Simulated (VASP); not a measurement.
# ScSbTe3 (Pm-3m) in VASP: further runs

ScSbTe3 is run at these levels: PBE; tasks: relaxation of cell and atoms, single point.

All numbers are computed with VASP 6.6.1; they aren't measurements. Logs are shortened: lines on timing, memory, paths and dates and some standing lists are left out, and cuts for length are marked.

## Step 1: The cell of the first run

It takes space group Pm-3m (No. 221, cubic). Conventional cell: a = 5.586 Å, b = 5.586 Å, c = 5.586 Å, α = 90.00°, β = 90.00°, γ = 90.00°. Within 5.2 Å of Sc (site symmetry m-3m) lie 12 Te at 3.95 Å and 8 Sb at 4.84 Å. Sb (site symmetry m-3m) has 6 Te at 2.79 Å within 3.7 Å. Within 3.7 Å of Te (site symmetry 4/mmm) lie 2 Sb at 2.79 Å.

The cell was generated, and may not be a known phase.

## Step 2: Relaxation of cell and atoms, PBE

File INCAR:

```
SYSTEM = ScSbTe3
PREC     = Accurate       ! precision mode
ENCUT    = 600            ! plane-wave cutoff, eV
EDIFF    = 1E-6           ! SCF threshold, eV
ISMEAR   = 0              ! smearing method
SIGMA    = 0.1            ! smearing width, eV
LREAL    = .False.        ! projectors in reciprocal space
LASPH    = .True.         ! aspherical terms in the spheres
NELM     = 100            ! most SCF steps
ALGO     = Normal         ! electronic algorithm
ISIF     = 3              ! what is computed and relaxed
LWAVE    = .False.        ! write WAVECAR
LCHARG   = .False.        ! write CHGCAR
GGA      = PE             ! functional
IBRION   = 2              ! ionic algorithm
NSW      = 90             ! ionic steps
EDIFFG   = -0.04          ! ionic threshold
```

File KPOINTS:

```
Automatic mesh
0
Gamma
  4 4 4
  0 0 0
```

File POSCAR:

```
ScSbTe3
1.0
    5.5864897400      0.0000000000      0.0000000000
    0.0000000000      5.5864897400      0.0000000000
    0.0000000000      0.0000000000      5.5864897400
Sc Sb Te
1 1 3
Direct
    0.0000000000      0.0000000000      0.0000000000
    0.5000000000      0.5000000000      0.5000000000
    0.0000000000      0.5000000000      0.5000000000
    0.5000000000      0.0000000000      0.5000000000
    0.5000000000      0.5000000000      0.0000000000
```

Potentials or basis: VASP PAW PBE potentials, release 64 (Sc_sv, Sb, Te).

Command:

```bash
cat potpaw_PBE.64/Sc_sv/POTCAR potpaw_PBE.64/Sb/POTCAR potpaw_PBE.64/Te/POTCAR > POTCAR
mpirun -np 1 vasp_std > vasp.out
```

OUTCAR:

```text
SYSTEM = ScSbTe3
   PREC = Accurate
   ENCUT = 600
   EDIFF = 1E-6
   ISMEAR = 0
   LREAL = .False.
   LASPH = .True.
   NELM = 100
   ISIF = 3
   GGA = PE
   IBRION = 2
   NSW = 90
   EDIFFG = -0.04

 ion  position               nearest neighbor table
   1  0.000  0.000  0.000-
   2  0.500  0.500  0.500-   3 2.79   4 2.79   5 2.79   5 2.79   4 2.79   3 2.79
   3  0.000  0.500  0.500-   2 2.79   2 2.79
   4  0.500  0.000  0.500-   2 2.79   2 2.79
   5  0.500  0.500  0.000-   2 2.79   2 2.79

  LATTYP: Found a simple cubic cell.
 ALAT       =     5.5864897400

  Lattice vectors:

 A1 = (   5.5864897400,   0.0000000000,   0.0000000000)
 A2 = (   0.0000000000,   5.5864897400,   0.0000000000)
 A3 = (   0.0000000000,   0.0000000000,   5.5864897400)

Analysis of symmetry for initial positions (statically):
=====================================================================
 Subroutine PRICEL returns:
 Original cell was already a primitive cell.

 Routine SETGRP: Setting up the symmetry group for a
 simple cubic supercell.

 Subroutine GETGRP returns: Found 48 space group operations
 (whereof 48 operations were pure point group operations)
 out of a pool of 48 trial point group operations.

The static configuration has the point symmetry O_h .

Analysis of symmetry for dynamics (positions and initial velocities):
=====================================================================
 Subroutine PRICEL returns:
 Original cell was already a primitive cell.

 Routine SETGRP: Setting up the symmetry group for a
 simple cubic supercell.

 Subroutine GETGRP returns: Found 48 space group operations
 (whereof 48 operations were pure point group operations)
 out of a pool of 48 trial point group operations.

The dynamic configuration has the point symmetry O_h .

 Subroutine INISYM returns: Found 48 space group operations
 (whereof 48 operations are pure point group operations),
 and found     1 'primitive' translations

----------------------------------------------------------------------------------------

                                     Primitive cell

  volume of cell :     174.3480

  direct lattice vectors                    reciprocal lattice vectors
     5.586489740  0.000000000  0.000000000     0.179003282  0.000000000  0.000000000
     0.000000000  5.586489740  0.000000000     0.000000000  0.179003282  0.000000000
     0.000000000  0.000000000  5.586489740     0.000000000  0.000000000  0.179003282

  length of vectors
     5.586489740  5.586489740  5.586489740     0.179003282  0.179003282  0.179003282

  position of ions in fractional coordinates (direct lattice)
     0.000000000  0.000000000  0.000000000
     0.500000000  0.500000000  0.500000000
     0.000000000  0.500000000  0.500000000
     0.500000000  0.000000000  0.500000000
     0.500000000  0.500000000  0.000000000

  ion indices of the primitive-cell ions
   primitive index   ion index
                 1           1
                 2           2
                 3           3
                 4           4
                 5           5

----------------------------------------------------------------------------------------

 KPOINTS: Automatic mesh

Automatic generation of k-mesh.
 Grid dimensions read from file:
 generate k-points for:    4    4    4

 Generating k-lattice:

  Cartesian coordinates                     Fractional coordinates (reciprocal lattice)
     0.044750821  0.000000000  0.000000000     0.250000000  0.000000000  0.000000000
     0.000000000  0.044750821  0.000000000     0.000000000  0.250000000  0.000000000
     0.000000000  0.000000000  0.044750821     0.000000000  0.000000000  0.250000000

  Length of vectors
     0.044750821  0.044750821  0.044750821

  Shift w.r.t. Gamma in fractional coordinates (k-lattice)
     0.000000000  0.000000000  0.000000000

 Subroutine IBZKPT returns following result:
 ===========================================

 Found     10 irreducible k-points:

 Following reciprocal coordinates:
            Coordinates               Weight
  0.000000  0.000000  0.000000      1.000000
  0.250000  0.000000  0.000000      6.000000
  0.500000  0.000000  0.000000      3.000000
  0.250000  0.250000  0.000000     12.000000
  0.500000  0.250000  0.000000     12.000000
  0.500000  0.500000  0.000000      3.000000
  0.250000  0.250000  0.250000      8.000000
  0.500000  0.250000  0.250000     12.000000
  0.500000  0.500000  0.250000      6.000000
  0.500000  0.500000  0.500000      1.000000
   k-points           NKPTS =     10   k-points in BZ     NKDIM =     10   number of bands    NBANDS=     21
   number of dos      NEDOS =    301   number of ions     NIONS =      5
   total plane-waves  NPLWV = 110592
   dimension x,y,z NGX =    48 NGY =   48 NGZ =   48
   dimension x,y,z NGXF=    96 NGYF=   96 NGZF=   96
   ions per type =               1   1   3
   NGX,Y,Z   is equivalent  to a cutoff of  14.28, 14.28, 14.28 a.u.
   NGXF,Y,Z  is equivalent  to a cutoff of  28.57, 28.57, 28.57 a.u.
 SYSTEM =  ScSbTe3
   PREC   = accura    normal or accurate (medium, high low for compatibility)
   ISTART =      0    job   : 0-new  1-cont  2-samecut
   ICHARG =      2    charge: 1-file 2-atom 10-const
   ISPIN  =      1    spin polarized calculation?
   LNONCOLLINEAR =      F non collinear calculations
   LSORBIT =      F    spin-orbit coupling
   LASPH  =      T    aspherical Exc in radial PAW
   ENCUT  =  600.0 eV  44.10 Ry    6.64 a.u.  11.16 11.16 11.16*2*pi/ulx,y,z
   NELM   =    100;   NELMIN=  2; NELMDL= -5     # of ELM steps
   EDIFF  = 0.1E-05   stopping-criterion for ELM
   LREAL  =      F    real-space projection
   EDIFFG = -.4E-01   stopping-criterion for IOM
   NSW    =     90    number of steps for IOM
   IBRION =      2    ionic relax: 0-MD 1-quasi-New 2-CG
   NFREE  =      1    steps in history (QN), initial steepest desc. (CG)
   ISIF   =      3    stress and relaxation
   ISYM   =      2    0-nonsym 1-usesym 2-fastsym
   POTIM  = 0.5000    time-step for ionic-motion
   TEBEG  =    0.0;   TEEND  =   0.0 temperature during run
   PSTRESS=    0.0 pullay stress
   NELECT =      34.0000    total number of electrons
   NUPDOWN=      -1.0000    fix difference up-down
   EMIN   =  10.00;   EMAX   =-10.00  energy-range for DOS
   EFERMI =   0.00;   METHOD = LEGACY
   ISMEAR =     0;   SIGMA  =   0.10  broadening in eV -4-tet -1-fermi 0-gaus
   EFERMI_NEDOS =   21; number of points for ismear=-14 and -15
   IALGO  =     38    algorithm
   IMIX   =      4    mixing-type and parameters
     AMIX     =   0.40;   BMIX     =  1.00
     AMIX_MAG =   1.60;   BMIX_MAG =  1.00
  volume/ion in A,a.u.               =      34.87       235.31
  Fermi-wavevector in a.u.,A,eV,Ry     =   0.949355  1.794021 12.262598  0.901276
  Thomas-Fermi vector in A             =   2.077630
   LORBIT       =      0    0 simple, 1 ext, 2 COOP (PROOUT), +10 PAW based schemes
   GGA     = PE    functional components
   LHFCALC =     F    Hartree Fock is set to
   AEXX    =    0.0000 exact exchange contribution
   IVDW    =     0    specifies the selected vdW correction
   LEPSILON=     F    determine dielectric tensor
   LRPA    =     F    only Hartree local field effects (RPA)
 conjugate gradient relaxation of ions
 non-spin polarized calculation
 Gauss-broadening in eV      SIGMA  =   0.10
  energy-cutoff  :      600.00
  volume of cell :      174.35
 maximum number of plane-waves:      5846
 NGX is ok and might be reduce to    48
   NGX = 23   NGY = 23   NGZ = 23

--------------------------------------- Ionic step        1  -------------------------------------------

 number of electron      33.9999997 magnetization

 Free energy of the ion-electron system (eV)
  ---------------------------------------------------
  ext. energy  EPLUGINS =         0.00000000
  ---------------------------------------------------
  free energy    TOTEN  =       -17.82703263 eV

  energy without entropy =      -17.79946475  energy(sigma->0) =      -17.81324869

------------------------ aborting loop because EDIFF is reached ----------------------------------------

  FORCE on cell =-STRESS in cart. coord.  units (eV):
  Direction    XX          YY          ZZ          XY          YZ          ZX
  --------------------------------------------------------------------------------------
  -------------------------------------------------------------------------------------
  Total        2.2903978      2.2903978      2.2903978      0.0000000     -0.0000000      0.0000000
  in kB       21.0476925     21.0476925     21.0476925      0.0000000     -0.0000000      0.0000000
  external PRESSURE =      21.0476925 kB  Pullay stress =       0.0000000 kB

 VOLUME and BASIS-vectors are now :
 -----------------------------------------------------------------------------
  energy-cutoff  :      600.00
  volume of cell :      174.35
      direct lattice vectors                 reciprocal lattice vectors
     5.586489740  0.000000000  0.000000000     0.179003282  0.000000000  0.000000000
     0.000000000  5.586489740  0.000000000     0.000000000  0.179003282  0.000000000
     0.000000000  0.000000000  5.586489740     0.000000000  0.000000000  0.179003282
[... 40 lines left out ...]
 POSITION                                       TOTAL-FORCE (eV/Angst)
 -----------------------------------------------------------------------------------
      0.00000      0.00000      0.00000         0.000000     -0.000000      0.000000
      2.85497      2.85497      2.85497         0.000000      0.000000      0.000000
      0.00000      2.85497      2.85497        -0.000000      0.000000      0.000000
      2.85497     -0.00000      2.85497        -0.000000      0.000000      0.000000
      2.85497      2.85497     -0.00000         0.000000     -0.000000      0.000000
 -----------------------------------------------------------------------------------
    total drift:                                0.000000      0.000000     -0.000000

  FREE ENERGIE OF THE ION-ELECTRON SYSTEM (eV)
  ---------------------------------------------------
  free  energy   TOTEN  =       -17.8783601003 eV

  energy  without entropy=      -17.8494565493  energy(sigma->0) =      -17.86390832

--------------------------------------- Ionic step        3  -------------------------------------------

 number of electron      34.0000000 magnetization

 Free energy of the ion-electron system (eV)
  ---------------------------------------------------
  ext. energy  EPLUGINS =         0.00000000
  ---------------------------------------------------
  free energy    TOTEN  =       -17.88332426 eV

  energy without entropy =      -17.85470983  energy(sigma->0) =      -17.86901705

 E-fermi :   4.4887     XC(G=0):  -8.5836

 val. band max:        4.4866489024   @ k =   0.5000   0.5000   0.5000
 cond. band min:       4.5277843879   @ k =   0.5000   0.2500   0.2500
 fundamental gap:      0.0411354855
 Fermi energy:         4.4887291765

 k-point     1 :       0.0000    0.0000    0.0000
  band No.  band energies     occupation
      1     -47.3536      2.00000
      2     -25.9202      2.00000
      3     -25.9202      2.00000
      4     -25.9202      2.00000
      5      -8.5424      2.00000
      6      -5.7338      2.00000
[... 13 lines left out ...]
     20       4.5508      0.37994
     21       4.5911      0.14778
[... 236 lines left out ...]
 POSITION                                       TOTAL-FORCE (eV/Angst)
 -----------------------------------------------------------------------------------
      0.00000      0.00000      0.00000        -0.000000      0.000000      0.000000
      2.84040      2.84040      2.84040         0.000000      0.000000      0.000000
      0.00000      2.84040      2.84040        -0.000000      0.000000      0.000000
      2.84040     -0.00000      2.84040        -0.000000      0.000000      0.000000
      2.84040      2.84040     -0.00000        -0.000000     -0.000000      0.000000
 -----------------------------------------------------------------------------------
    total drift:                               -0.000000      0.000000     -0.000000

  FREE ENERGIE OF THE ION-ELECTRON SYSTEM (eV)
  ---------------------------------------------------
  free  energy   TOTEN  =       -17.8833242627 eV

  energy  without entropy=      -17.8547098310  energy(sigma->0) =      -17.86901705

 reached required accuracy - stopping structural energy minimisation
```

Run time: 6.7 min. Hardware: 1 thread of AMD EPYC 7R43 (Zen 3), shared host; peak memory 0.32 GiB.

What came out:

| Quantity | Value |
| --- | --- |
| Free energy | -17.8833 eV |
| Relaxed volume | 36.67 Å³/atom |
| Relaxed cell | a = 5.681 Å, b = 5.681 Å, c = 5.681 Å, α = 90.00°, β = 90.00°, γ = 90.00° |
| Space group after relaxing (to 0.1 Å) | Pm-3m (No. 221) |
| Energy gained by relaxing | 11.3 meV/atom |
| Ionic steps | 3 |
| Pressure after relaxing | 0.0 GPa |
| Band gap on the k mesh | zero (bands 17 and 18 overlap by 0.19 eV) |

Step by step:
```csv
step,energy change (eV),largest force (eV/Å),pressure (GPa),volume (Å³)
1,0.0000,0.0000,2.10,174.35
2,-0.0513,0.0000,-0.54,186.16
3,-0.0563,0.0000,0.00,183.33
```

Final structure:
```xyz
5
Lattice="5.6808 0.0000 0.0000 0.0000 5.6808 0.0000 0.0000 0.0000 5.6808" Properties=species:S:1:pos:R:3 pbc="T T T"
Sc    0.0000    0.0000    0.0000
Sb    2.8404    2.8404    2.8404
Te    0.0000    2.8404    2.8404
Te    2.8404    0.0000    2.8404
Te    2.8404    2.8404    0.0000
```

Levels at points of the mesh, in eV from the Fermi level:
| k point | band 15 | band 16 | band 17 | band 18 | band 19 | band 20 |
| --- | --- | --- | --- | --- | --- | --- |
| (0.00, 0.00, 0.00) | -1.04 | -1.04 | -1.04 | 0.05 | 0.06 | 0.06 |
| (0.50, 0.00, 0.00) | -1.25 | -1.25 | -0.32 | -0.14 | 0.14 | 0.41 |
| (0.50, 0.50, 0.00) | -1.18 | -0.18 | -0.05 | 0.21 | 0.35 | 0.35 |
| (0.50, 0.50, 0.50) | 0.00 | 0.00 | 0.00 | 0.21 | 0.21 | 0.21 |

Caveat: the highest band is partly filled, so the run has too few bands; semilocal functionals underestimate gaps, and a narrow one can read as zero; spin-orbit coupling is left out, which moves the levels of the heavy elements.

## Step 3: Single point, PBE, collinear spin

This run uses another cell than the first one, of 36.73 Å³/atom.

File INCAR:

```
SYSTEM = ScSbTe3
ALGO     = Normal         ! electronic algorithm
EDIFF    = 1E-6           ! SCF threshold, eV
ENCUT    = 520            ! plane-wave cutoff, eV
GGA      = PE             ! functional
ISIF     = 2              ! what is computed and relaxed
ISMEAR   = 0              ! smearing method
ISPIN    = 2              ! spin polarisation
LASPH    = .True.         ! aspherical terms in the spheres
LCHARG   = .False.        ! write CHGCAR
LMAXMIX  = 4              ! l up to which the mixer works
LORBIT   = 11             ! projections on sites
LREAL    = .False.        ! projectors in reciprocal space
LWAVE    = .False.        ! write WAVECAR
MAGMOM   = 1 0 0 0 0      ! initial moments
NBANDS   = 29             ! bands
NELM     = 150            ! most SCF steps
PREC     = Accurate       ! precision mode
SIGMA    = 0.1            ! smearing width, eV
```

File KPOINTS:

```
k-points
0
Gamma
  4 4 4
  0 0 0
```

POSCAR, as its differences from that of step 2:

```diff
@@ -2,5 +2,5 @@
 1.0
-    5.5864897400      0.0000000000      0.0000000000
-    0.0000000000      5.5864897400      0.0000000000
-    0.0000000000      0.0000000000      5.5864897400
+    5.6839149172      0.0000000000      0.0000000000
+    0.0000000000      5.6839149172      0.0000000000
+    0.0000000000      0.0000000000      5.6839149172
 Sc Sb Te
```

Potentials or basis: VASP PAW PBE potentials, release 64 (Sc_sv, Sb, Te).

Command:

```bash
cat potpaw_PBE.64/Sc_sv/POTCAR potpaw_PBE.64/Sb/POTCAR potpaw_PBE.64/Te/POTCAR > POTCAR
mpirun -np 1 vasp_std > vasp.out
```

It took 4.6 min on 1 thread of AMD EPYC 7R43 (Zen 3), shared host; peak memory 0.32 GiB.

The run converged. Its results:

- Free energy: -17.8970 eV
- Pressure: 0.0 GPa
- Net moment: 0.49 μB per cell
- Site moments: Sc +0.49; Sb +0.02; Te -0.04 μB
- Valence electrons inside the program's atomic spheres: Sc 8.99; Sb 2.40; Te 3.37

Levels at points of the mesh, in eV from the Fermi level:
Spin up:
| k point | band 15 | band 16 | band 17 | band 18 | band 19 | band 20 |
| --- | --- | --- | --- | --- | --- | --- |
| (0.00, 0.00, 0.00) | -0.97 | -0.97 | -0.97 | -0.02 | 0.00 | 0.00 |
| (0.50, 0.00, 0.00) | -1.23 | -1.23 | -0.28 | -0.16 | 0.03 | 0.38 |
| (0.50, 0.50, 0.00) | -1.13 | -0.17 | -0.12 | 0.17 | 0.36 | 0.36 |
| (0.50, 0.50, 0.50) | 0.00 | 0.00 | 0.00 | 0.11 | 0.11 | 0.11 |
Spin down:
```
           k point  band 14  band 15  band 16  band 17  band 18  band 19  band 20  band 21
(0.00, 0.00, 0.00)    -1.08    -1.03    -1.03    -1.03     0.27     0.39     0.39     0.48
(0.50, 0.00, 0.00)    -1.70    -1.18    -1.18    -0.30     0.00     0.53     0.72     0.98
(0.50, 0.50, 0.00)    -1.93    -1.16    -0.05     0.19     0.39     0.39     0.55     1.01
(0.50, 0.50, 0.50)     0.00     0.03     0.03     0.03     0.25     0.25     0.25     0.59
```

Caveat: a moment this small can come from the mesh or the smearing; spin-orbit coupling is left out, which moves the levels of the heavy elements.

The gap in the log of VASP goes by the Fermi energy; the results here count the filled bands.